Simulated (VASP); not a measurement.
# Ge2Sb2Te5 (Cm) in VASP: further runs

The runs below take Ge2Sb2Te5 through single point, with PBE.

Everything below comes from runs of VASP 6.6.1. Logs are shortened: lines on timing, memory, paths and dates and some standing lists are left out, and cuts for length are marked.

## (1) The cell of the first run

It takes space group Cm (No. 8, monoclinic). The conventional cell has a = 13.399 Å, b = 6.007 Å, c = 9.475 Å, α = 90.00°, β = 134.93°, γ = 90.00°. Within 3.7 Å of Te (site symmetry m) lie 2 Ge at 2.79 to 3.13 Å and 3 Sb at 3.01 to 3.08 Å. Te (site symmetry m) has 2 Sb at 2.89 to 3.13 Å and 3 Ge at 3.01 to 3.02 Å within 3.8 Å. Te (site symmetry m) has 3 Ge at 2.77 to 3.01 Å and 2 Sb at 3.07 to 3.13 Å within 3.6 Å. Te (site symmetry m) has 2 Ge at 2.89 to 2.94 Å and 2 Sb at 2.96 to 3.00 Å within 3.8 Å. Within 3.8 Å of Te (site symmetry m) lie 3 Sb at 2.92 to 3.01 Å and 2 Ge at 2.99 to 3.14 Å. Within 3.8 Å of Sb (site symmetry m) lie 6 Te at 2.89 to 3.13 Å. Within 3.8 Å of Sb (site symmetry m) lie 6 Te at 2.92 to 3.13 Å. Ge (site symmetry m) has 6 Te at 2.77 to 3.13 Å within 3.6 Å.

## (2) Single point, PBE

Input file INCAR:

```
PREC = Accurate
ENCUT = 520
EDIFF = 1E-7
ISMEAR = -1
SIGMA = 0.05
LREAL = False
LASPH = True
NELM = 60
ALGO = Normal
ISIF = 2
LWAVE = False
LCHARG = False
GGA = PE
NBANDS = 44
```

Input file KPOINTS:

```
regular mesh
0
Gamma
  5 5 4
```

Input file POSCAR:

```
Ge2Sb2Te5
1.0
    6.6995226212     -3.0034168868      0.0000000000
    6.6995226212      3.0034168868      0.0000000000
   -6.6915301782      0.0000000000      6.7078226543
Te Sb Ge
5 2 2
Direct
    0.5947020000      0.5947020000      0.3864330000
    0.7952880000      0.7952880000      0.1961120000
    0.0083240000      0.0083240000      0.0064350000
    0.2065190000      0.2065190000      0.8098030000
    0.3999590000      0.3999590000      0.5971180000
    0.9017080000      0.9017080000      0.5878730000
    0.1118700000      0.1118700000      0.4173520000
    0.2842870000      0.2842870000      0.1878300000
    0.4973430000      0.4973430000      0.0110440000
```

Potentials or basis: VASP PAW PBE potentials, release 64 (Te, Sb, Ge_d).

Command:

```
> cat potpaw_PBE.64/Te/POTCAR potpaw_PBE.64/Sb/POTCAR potpaw_PBE.64/Ge_d/POTCAR > POTCAR
> mpirun -np 1 vasp_std > vasp.out
```

OUTCAR:

```text
PREC = Accurate
   ENCUT = 520
   EDIFF = 1E-7
   ISMEAR = -1
   LREAL = False
   LASPH = True
   NELM = 60
   ISIF = 2
   GGA = PE

 ion  position               nearest neighbor table
   1  0.595  0.595  0.386-   9 2.79   7 3.01   7 3.01   6 3.08   8 3.13
   2  0.795  0.795  0.196-   6 2.89   8 3.01   8 3.01   9 3.02   7 3.13
   3  0.008  0.008  0.006-   8 2.77   9 3.01   9 3.01   7 3.07   6 3.13
   4  0.207  0.207  0.810-   9 2.89   8 2.94   7 2.96   6 3.00
   5  0.400  0.400  0.597-   7 2.92   8 2.99   6 3.01   6 3.01   9 3.14
   6  0.902  0.902  0.588-   2 2.89   4 3.00   5 3.01   5 3.01   1 3.08   3 3.13
   7  0.112  0.112  0.417-   5 2.92   4 2.96   1 3.01   1 3.01   3 3.07   2 3.13
   8  0.284  0.284  0.188-   3 2.77   4 2.94   5 2.99   2 3.01   2 3.01   1 3.13
   9  0.497  0.497  0.011-   1 2.79   4 2.89   3 3.01   3 3.01   2 3.02   5 3.14

  LATTYP: Found a base centered monoclinic cell.
 ALAT       =    13.3990452424
 B/A-ratio  =     0.4483031190
 C/A-ratio  =     0.7071235363
 COS(beta)  =    -0.7062464773

  Lattice vectors:

 A1 = (   6.6995226212,  -3.0034168868,   0.0000000000)
 A2 = (   6.6995226212,   3.0034168868,   0.0000000000)
 A3 = (  -6.6915301782,   0.0000000000,   6.7078226543)

Analysis of symmetry for initial positions (statically):
=====================================================================
 Subroutine PRICEL returns:
 Original cell was already a primitive cell.

 Routine SETGRP: Setting up the symmetry group for a
 base centered monoclinic supercell.

 Subroutine GETGRP returns: Found  2 space group operations
 (whereof  2 operations were pure point group operations)
 out of a pool of  4 trial point group operations.

The static configuration has the point symmetry C_1h.

Analysis of symmetry for dynamics (positions and initial velocities):
=====================================================================
 Subroutine PRICEL returns:
 Original cell was already a primitive cell.

 Routine SETGRP: Setting up the symmetry group for a
 base centered monoclinic supercell.

 Subroutine GETGRP returns: Found  2 space group operations
 (whereof  2 operations were pure point group operations)
 out of a pool of  4 trial point group operations.

The dynamic configuration has the point symmetry C_1h.

 Subroutine INISYM returns: Found  2 space group operations
 (whereof  2 operations are pure point group operations),
 and found     1 'primitive' translations

----------------------------------------------------------------------------------------

                                     Primitive cell

  volume of cell :     269.9424

  direct lattice vectors                    reciprocal lattice vectors
     6.699522621 -3.003416887  0.000000000     0.074632183 -0.166477056  0.074450911
     6.699522621  3.003416887  0.000000000     0.074632183  0.166477056  0.074450911
    -6.691530178  0.000000000  6.707822654     0.000000000  0.000000000  0.149079672

  length of vectors
     7.341942274  7.341942274  9.474780255     0.197046976  0.197046976  0.149079672

  position of ions in fractional coordinates (direct lattice)
     0.594702000  0.594702000  0.386433000
     0.795288000  0.795288000  0.196112000
     0.008324000  0.008324000  0.006435000
     0.206519000  0.206519000  0.809803000
     0.399959000  0.399959000  0.597118000
     0.901708000  0.901708000  0.587873000
     0.111870000  0.111870000  0.417352000
     0.284287000  0.284287000  0.187830000
     0.497343000  0.497343000  0.011044000

  ion indices of the primitive-cell ions
   primitive index   ion index
                 1           1
                 2           2
                 3           3
                 4           4
                 5           5
                 6           6
                 7           7
                 8           8
                 9           9

----------------------------------------------------------------------------------------

 KPOINTS: regular mesh

Automatic generation of k-mesh.
 Grid dimensions read from file:
 generate k-points for:    5    5    4

 Generating k-lattice:

  Cartesian coordinates                     Fractional coordinates (reciprocal lattice)
     0.014926437 -0.033295411  0.014890182     0.200000000  0.000000000  0.000000000
     0.014926437  0.033295411  0.014890182     0.000000000  0.200000000  0.000000000
     0.000000000  0.000000000  0.037269918     0.000000000  0.000000000  0.250000000

  Length of vectors
     0.039409395  0.039409395  0.037269918

  Shift w.r.t. Gamma in fractional coordinates (k-lattice)
     0.000000000  0.000000000  0.000000000

 Subroutine IBZKPT returns following result:
 ===========================================

 Found     33 irreducible k-points:

 Following reciprocal coordinates:
            Coordinates               Weight
  0.000000  0.000000  0.000000      1.000000
  0.200000  0.000000 -0.000000      4.000000
  0.400000 -0.000000 -0.000000      4.000000
  0.200000  0.200000 -0.000000      2.000000
  0.400000  0.200000 -0.000000      4.000000
 -0.400000  0.200000  0.000000      4.000000
[... 16 lines left out ...]
 -0.200000 -0.400000  0.250000      4.000000
 -0.200000 -0.200000  0.250000      2.000000
 [... further k-points ...]
   k-points           NKPTS =     33   k-points in BZ     NKDIM =     33   number of bands    NBANDS=     44
   number of dos      NEDOS =    301   number of ions     NIONS =      9
   total plane-waves  NPLWV = 219520
   dimension x,y,z NGX =    56 NGY =   56 NGZ =   70
   dimension x,y,z NGXF=   112 NGYF=  112 NGZF=  140
   ions per type =               5   2   2
   NGX,Y,Z   is equivalent  to a cutoff of  12.68, 12.68, 12.28 a.u.
   NGXF,Y,Z  is equivalent  to a cutoff of  25.36, 25.36, 24.56 a.u.
 SYSTEM =  unknown system
   PREC   = accura    normal or accurate (medium, high low for compatibility)
   ISTART =      0    job   : 0-new  1-cont  2-samecut
   ICHARG =      2    charge: 1-file 2-atom 10-const
   ISPIN  =      1    spin polarized calculation?
   LNONCOLLINEAR =      F non collinear calculations
   LSORBIT =      F    spin-orbit coupling
   LASPH  =      T    aspherical Exc in radial PAW
   ENCUT  =  520.0 eV  38.22 Ry    6.18 a.u.  13.65 13.65 17.62*2*pi/ulx,y,z
   NELM   =     60;   NELMIN=  2; NELMDL= -5     # of ELM steps
   EDIFF  = 0.1E-06   stopping-criterion for ELM
   LREAL  =      F    real-space projection
   EDIFFG = 0.1E-05   stopping-criterion for IOM
   NSW    =      0    number of steps for IOM
   IBRION =     -1    ionic relax: 0-MD 1-quasi-New 2-CG
   NFREE  =      0    steps in history (QN), initial steepest desc. (CG)
   ISIF   =      2    stress and relaxation
   ISYM   =      2    0-nonsym 1-usesym 2-fastsym
   POTIM  = 0.5000    time-step for ionic-motion
   TEBEG  =    0.0;   TEEND  =   0.0 temperature during run
   PSTRESS=    0.0 pullay stress
   NELECT =      68.0000    total number of electrons
   NUPDOWN=      -1.0000    fix difference up-down
   EMIN   =  10.00;   EMAX   =-10.00  energy-range for DOS
   EFERMI =   0.00;   METHOD = LEGACY
   ISMEAR =    -1;   SIGMA  =   0.05  broadening in eV -4-tet -1-fermi 0-gaus
   EFERMI_NEDOS =   21; number of points for ismear=-14 and -15
   IALGO  =     38    algorithm
   IMIX   =      4    mixing-type and parameters
     AMIX     =   0.40;   BMIX     =  1.00
     AMIX_MAG =   1.60;   BMIX_MAG =  1.00
  volume/ion in A,a.u.               =      29.99       202.41
  Fermi-wavevector in a.u.,A,eV,Ry     =   1.033921  1.953828 14.544534  1.068993
  Thomas-Fermi vector in A             =   2.168191
   LORBIT       =      0    0 simple, 1 ext, 2 COOP (PROOUT), +10 PAW based schemes
   GGA     = PE    functional components
[... 5 lines left out ...]
 non-spin polarized calculation
  energy-cutoff  :      520.00
  volume of cell :      269.94
 maximum number of plane-waves:      7329
   NGX = 27   NGY = 27   NGZ = 35

 number of electron      68.0000002 magnetization

 Free energy of the ion-electron system (eV)
  ---------------------------------------------------
  ext. energy  EPLUGINS =         0.00000000
  ---------------------------------------------------
  free energy    TOTEN  =       -33.42826291 eV

  energy without entropy =      -33.42150941  energy(sigma->0) =      -33.42488616

 E-fermi :   6.0774     XC(G=0):  -9.4019

 val. band max:        5.9954575734   @ k =  -0.2000   0.4000   0.2500
 cond. band min:       6.1988741073   @ k =  -0.4000   0.2000   0.0000
 fundamental gap:      0.2034165339
 Fermi energy:         6.0774276205

 k-point     1 :       0.0000    0.0000    0.0000
  band No.  band energies     occupation
      1     -18.6708      2.00000
      2     -18.6611      2.00000
      3     -18.6610      2.00000
      4     -18.6586      2.00000
      5     -18.6557      2.00000
      6     -18.6524      2.00000
[... 36 lines left out ...]
     43      10.6134      0.00000
     44      10.7495      0.00000

 k-point     2 :       0.2000    0.0000   -0.0000
  band No.  band energies     occupation
      1     -18.6707      2.00000
      2     -18.6614      2.00000
      3     -18.6607      2.00000
      4     -18.6587      2.00000
      5     -18.6558      2.00000
      6     -18.6524      2.00000
[... 36 lines left out ...]
     43      10.0702      0.00000
     44      10.4030      0.00000

 k-point     3 :       0.4000   -0.0000   -0.0000
  band No.  band energies     occupation
      1     -18.6707      2.00000
      2     -18.6616      2.00000
      3     -18.6604      2.00000
      4     -18.6587      2.00000
      5     -18.6558      2.00000
      6     -18.6524      2.00000
[... 36 lines left out ...]
     43       9.3827      0.00000
     44       9.8702      0.00000

 k-point     4 :       0.2000    0.2000   -0.0000
  band No.  band energies     occupation
      1     -18.6708      2.00000
      2     -18.6611      2.00000
      3     -18.6610      2.00000
      4     -18.6586      2.00000
      5     -18.6557      2.00000
      6     -18.6524      2.00000
[... 882 lines left out ...]
     43      10.1487      0.00000
     44      10.5061      0.00000

 k-point    23 :      -0.2000   -0.4000    0.2500
  band No.  band energies     occupation
      1     -18.6708      2.00000
      2     -18.6614      2.00000
      3     -18.6607      2.00000
      4     -18.6586      2.00000
      5     -18.6557      2.00000
      6     -18.6524      2.00000
[... 36 lines left out ...]
     43       9.6893      0.00000
     44      10.0650      0.00000

 k-point    24 :      -0.2000   -0.2000    0.2500
  band No.  band energies     occupation
      1     -18.6708      2.00000
      2     -18.6611      2.00000
      3     -18.6610      2.00000
      4     -18.6586      2.00000
      5     -18.6557      2.00000
      6     -18.6524      2.00000
[... 36 lines left out ...]
     43      10.3228      0.00000
     44      10.8716      0.00000

 [... further k-points ...]

------------------------ aborting loop because EDIFF is reached ----------------------------------------

  FORCE on cell =-STRESS in cart. coord.  units (eV):
  Direction    XX          YY          ZZ          XY          YZ          ZX
  --------------------------------------------------------------------------------------
  -------------------------------------------------------------------------------------
  Total        5.6534110      4.4069468      5.5467857      0.0000000      0.0000000     -0.2008351
  in kB       33.5544480     26.1563622     32.9215994      0.0000000      0.0000000     -1.1920080
  external PRESSURE =      30.8774699 kB  Pullay stress =       0.0000000 kB

 VOLUME and BASIS-vectors are now :
 -----------------------------------------------------------------------------
  energy-cutoff  :      520.00
  volume of cell :      269.94
      direct lattice vectors                 reciprocal lattice vectors
     6.699522621 -3.003416887  0.000000000     0.074632183 -0.166477056  0.074450911
     6.699522621  3.003416887  0.000000000     0.074632183  0.166477056  0.074450911
    -6.691530178  0.000000000  6.707822654     0.000000000  0.000000000  0.149079672

 POSITION                                       TOTAL-FORCE (eV/Angst)
 -----------------------------------------------------------------------------------
      5.38261      0.00000      2.59212        -0.192975      0.000000      0.238567
      9.34381      0.00000      1.31548         0.126291      0.000000     -0.375049
      0.06847      0.00000      0.04316        -0.233082      0.000000     -0.137646
     -2.65166      0.00000      5.43201         0.062573      0.000000      0.107031
      1.36344      0.00000      4.00536         0.373366      0.000000      0.176503
      8.14826      0.00000      3.94335        -0.066761      0.000000     -0.001705
     -1.29377      0.00000      2.79952        -0.135983      0.000000     -0.050544
      2.55230      0.00000      1.25993        -0.052463      0.000000      0.046436
      6.59002      0.00000      0.07408         0.119035      0.000000     -0.003593
 -----------------------------------------------------------------------------------
    total drift:                               -0.000360      0.000000     -0.000502

  FREE ENERGIE OF THE ION-ELECTRON SYSTEM (eV)
  ---------------------------------------------------
  free  energy   TOTEN  =       -33.4282629085 eV

  energy  without entropy=      -33.4215094056  energy(sigma->0) =      -33.42488616
```

It took 14 min on 1 thread of Oxide Virtual Turin-like, shared host; peak memory 0.68 GiB.

Results:

```yaml
Free_energy: -33.4283 eV
Pressure: 3.1 GPa
Largest_force: 0.413 eV/Å
Band_gap_on_the_k_mesh: 0.20 eV, indirect (least direct gap 0.29 eV)
```

Forces in eV/Å, atoms in the order of the input:
```
Te  -0.193  0.000  0.239
Te   0.126  0.000 -0.375
Te  -0.233  0.000 -0.138
Te   0.063  0.000  0.107
Te   0.373  0.000  0.177
Sb  -0.067  0.000 -0.002
Sb  -0.136  0.000 -0.051
Ge  -0.052  0.000  0.046
Ge   0.119  0.000 -0.004
```

Caveat: spin-orbit coupling is left out, which moves the levels of the heavy elements. A k mesh can miss the band edges.

(Part 1 of 2 ends here.)
